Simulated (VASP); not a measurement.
Set up this calculation in VASP 6.6.1, as the native input.

```
Task                   : single point
Functional             : r2SCAN
Potentials or basis    : VASP PAW PBE potentials, release 64 (Ca_sv)
Cutoff                 : 520 eV
k mesh                 : 10 × 10 × 10
Occupations            : fermi-dirac, width 0.1 eV
Spin                   : no spin polarisation
Dipole correction      : no
Further INCAR settings : ALGO = Normal; EDIFF = 1e-06; NBANDS = 11
```

Crystal: Ca.

```
CELL_PARAMETERS angstrom
3.50655 0.00000 0.00000
0.00000 3.50655 0.00000
0.00000 0.00000 3.50655
ATOMIC_POSITIONS crystal
Ca 0.00000 0.00000 0.00000
```

This isn't the form of Ca at room conditions, which is fcc.

The input as run:

POSCAR

```
Ca
1.0
    3.5065510619      0.0000000000      0.0000000000
    0.0000000000      3.5065510619      0.0000000000
    0.0000000000      0.0000000000      3.5065510619
Ca
1
Direct
    0.0000000000      0.0000000000      0.0000000000
```

INCAR.step1

```
PREC = Accurate ; ENCUT = 520
ISMEAR = -1 ; SIGMA = 0.1
LREAL = F ; LASPH = T
NELM = 80 ; NBANDS = 11
GGA = PE ; ALGO = Normal
EDIFF = 1E-4 ; LWAVE = T
LCHARG = F
```

INCAR.step2

```
PREC = Accurate ; ENCUT = 520
EDIFF = 1E-6 ; ISMEAR = -1
SIGMA = 0.1 ; LREAL = F
LASPH = T ; NELM = 80
ALGO = Normal ; ISIF = 2
LWAVE = F ; LCHARG = F
METAGGA = R2SCAN ; LMIXTAU = T
NBANDS = 11 ; ISTART = 1
```

KPOINTS

```
regular mesh
0
Gamma
  10 10 10
```

Potentials or basis: VASP PAW PBE potentials, release 64 (Ca_sv).

Command:

```console
$ cat potpaw_PBE.64/Ca_sv/POTCAR > POTCAR
$ cp INCAR.step1 INCAR
$ mpirun -np 1 vasp_std > vasp.out
$ cp INCAR.step2 INCAR
$ mpirun -np 1 vasp_std > vasp.out
```

Results of the run:

```yaml
Pressure: -0.1 GPa
Band_gap_on_the_k_mesh: zero (bands 5 and 6 overlap by 1.47 eV)
```

Caveat: the PAW data sets were made with another functional, which shifts forces and pressure a little.

Run time: 50 s on 1 thread of Intel(R) Xeon(R) 6975P-C (Granite Rapids), with other jobs on the host, peak memory 0.17 GiB.
